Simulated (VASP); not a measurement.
**HfO2: relaxation of shape and atoms at fixed volume with r2SCAN**

Crystal: HfO2.

```
Hf O
1.0
     3.51226    0.00000    0.00000
     0.00000    3.51226    0.00000
     0.00000    0.00000    5.07197
Hf O
2 4
Direct
  0.50000 0.50000 0.50000
  0.00000 0.00000 0.00000
  0.00000 0.50000 0.70278
  0.50000 0.00000 0.79722
  0.50000 0.00000 0.29722
  0.00000 0.50000 0.20278
```

| Quantity | Value |
| --- | --- |
| Program | VASP 6.6.1 |
| Task | relaxation of shape and atoms at fixed volume |
| Functional | r2SCAN |
| Potentials or basis | VASP PAW PBE potentials, release 64 (Hf_pv, O) |
| Cutoff | 600 eV |
| k mesh | 6 × 6 × 6 |
| Occupations | gaussian, width 0.02 eV |
| Spin | no spin polarisation |
| Dipole correction | no |
| Further INCAR settings | ALGO = Normal; EDIFF = 1e-06; IBRION = 2; EDIFFG = -0.01; NSW = 50; ISIF = 4 |

```yaml
Energy_gained_by_relaxing: 0.9 meV/atom
Ionic_steps: 5
Pressure_after_relaxing: 10.4 GPa
Largest_force_after_relaxing: 0.003 eV/Å
Band_gap_on_the_k_mesh: 5.24 eV (least direct gap 5.40 eV)
```

Forces in eV/Å, atoms in the order of the input:
```
Hf   0.000  0.000  0.000
Hf   0.000  0.000  0.000
O    0.000  0.000  0.003
O    0.000  0.000 -0.003
O    0.000  0.000 -0.003
O    0.000  0.000  0.003
```

The path:
```csv
step,energy change (eV),largest force (eV/Å),pressure (GPa),volume (Å³)
1,0.0000,0.1101,11.77,62.57
2,-0.0023,0.0890,11.42,62.57
3,-0.0041,0.0487,10.74,62.57
4,-0.0054,0.0103,10.49,62.57
5,-0.0055,0.0034,10.44,62.57
```

Final structure:
```cif
data_structure
_symmetry_space_group_name_H-M 'P 1'
_symmetry_Int_Tables_number 1
_cell_length_a 3.5176
_cell_length_b 3.5176
_cell_length_c 5.0567
_cell_angle_alpha 90.000
_cell_angle_beta 90.000
_cell_angle_gamma 90.000
_cell_volume 62.57
loop_
_atom_site_label
_atom_site_type_symbol
_atom_site_fract_x
_atom_site_fract_y
_atom_site_fract_z
_atom_site_occupancy
Hf1 Hf 0.50000 0.50000 0.50000 1
Hf2 Hf 0.00000 0.00000 0.00000 1
O1 O 0.00000 0.50000 0.70735 1
O2 O 0.50000 0.00000 0.79265 1
O3 O 0.50000 0.00000 0.29265 1
O4 O 0.00000 0.50000 0.20735 1
```

Levels at points of the mesh, in eV from the valence-band top:
```
           k point  band 20  band 21  band 22  band 23  band 24  band 25
(0.00, 0.00, 0.00)    -0.17    -0.16    -0.16     5.24     5.27     6.27
(0.50, 0.00, 0.00)    -1.63    -0.20    -0.20     5.67     5.67     6.78
(0.50, 0.50, 0.00)    -0.96    -0.28    -0.28     6.04     6.04     6.85
(0.00, 0.00, 0.50)    -0.59    -0.07    -0.07     5.99     5.99     6.22
(0.50, 0.00, 0.50)    -1.51    -1.17    -1.17     5.88     5.88     6.16
(0.50, 0.50, 0.50)    -1.39     0.00     0.00     6.62     6.62     6.71
```

Run time: 19 min on 1 thread of Intel Xeon 8259CL, on a shared host, peak memory 0.24 GiB.

Caveat: the PAW data sets were made with another functional, which shifts forces and pressure a little; spin-orbit coupling is left out, which moves the levels of the heavy elements. A k mesh can miss the band edges.
